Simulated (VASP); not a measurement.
Set up this calculation in VASP 6.6.1, as the native input.

```
Task                   : single point
Functional             : PBE
Potentials or basis    : VASP PAW PBE potentials, release 64 (Mg, S)
Cutoff                 : 520 eV
k mesh                 : 8 × 8 × 8
Occupations            : gaussian, width 0.05 eV
Spin                   : no spin polarisation
Dipole correction      : no
Further INCAR settings : ALGO = Normal; EDIFF = 1e-06; NBANDS = 11
```

The structure of MgS lies in POSCAR:

```
MgS
1.0
    0.0000000000      2.6016500000      2.6016500000
    2.6016500000      0.0000000000      2.6016500000
    2.6016500000      2.6016500000      0.0000000000
Mg S
1 1
Direct
    0.0000000000      0.0000000000      0.0033973958
    0.5000000000      0.5000000000      0.5000000000
```

This cell differs from its parent crystal: all Mg atoms moved +0.013 Å, as atom 1 along Cartesian [1 1 0].

One way to write it, as run:

INCAR

```
SYSTEM = MgS
PREC     = Accurate       ! precision mode
ENCUT    = 520            ! plane-wave cutoff, eV
EDIFF    = 1E-6           ! SCF threshold, eV
ISMEAR   = 0              ! smearing method
SIGMA    = 0.05           ! smearing width, eV
LREAL    = .False.        ! projectors in reciprocal space
LASPH    = .True.         ! aspherical terms in the spheres
NELM     = 60             ! most SCF steps
ALGO     = Normal         ! electronic algorithm
ISIF     = 2              ! what is computed and relaxed
LWAVE    = .False.        ! write WAVECAR
LCHARG   = .False.        ! write CHGCAR
GGA      = PE             ! functional
NBANDS   = 11             ! bands
```

KPOINTS

```
regular mesh
0
Gamma
  8 8 8
  0 0 0
```

Potentials or basis: VASP PAW PBE potentials, release 64 (Mg, S).

Run with:

```console
$ cat potpaw_PBE.64/Mg/POTCAR potpaw_PBE.64/S/POTCAR > POTCAR
$ mpirun -np 1 vasp_std > vasp.out
```

It gave:

- Pressure: 0.9 GPa
- Largest force: 0.035 eV/Å
- Band gap on the k mesh: 2.78 eV, indirect (least direct gap 3.71 eV)

Caveat: the cell differs from its parent crystal (all Mg atoms moved +0.013 Å, as atom 1 along Cartesian [1 1 0]).

Wall time 52 s on 1 thread of Intel Xeon 8259CL, on a shared host, peak memory 0.18 GiB.
